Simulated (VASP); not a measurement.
A run of VASP 6.6.1:

Contents of INCAR:

```
PREC = Accurate
ENCUT = 520
EDIFF = 1E-6
ISMEAR = 0
SIGMA = 0.1
LREAL = F
LASPH = T
NELM = 100
ALGO = Normal
ISIF = 2
LWAVE = F
LCHARG = T
GGA = PE
LELF = T
LVHAR = T
NBANDS = 37
```

KPOINTS

```
regular mesh
0
Gamma
  4 4 4
```

Contents of POSCAR:

```
BeZn4O
1.0
    3.9334005432      0.0000000000      0.0000000000
    0.0000000000      3.9334005432      0.0000000000
    0.0000000000      0.0000000000      5.4049946094
Be Zn O
1 4 1
Direct
    0.5000000000      0.5000000000      0.0000000000
    0.0000000000      0.5000000000      0.7309008010
    0.5000000000      0.0000000000      0.2690991990
    0.0000000000      0.5000000000      0.2690991990
    0.5000000000      0.0000000000      0.7309008010
    0.0000000000      0.0000000000      0.0000000000
```

Potentials or basis: VASP PAW PBE potentials, release 64 (Be, Zn, O).

Run with:

```console
$ cat potpaw_PBE.64/Be/POTCAR potpaw_PBE.64/Zn/POTCAR potpaw_PBE.64/O/POTCAR > POTCAR
$ mpirun -np 1 vasp_std > vasp.out
```

Hardware: 1 thread of Intel(R) Xeon(R) Platinum 8488C (Sapphire Rapids) (shared host).

Task: How long does it take, and how much memory?

Result: It took 53 s on 1 thread of Intel(R) Xeon(R) Platinum 8488C (Sapphire Rapids), with other jobs on the host, peak memory 0.2 GiB. Counts: scf iterations 14, k points 18.
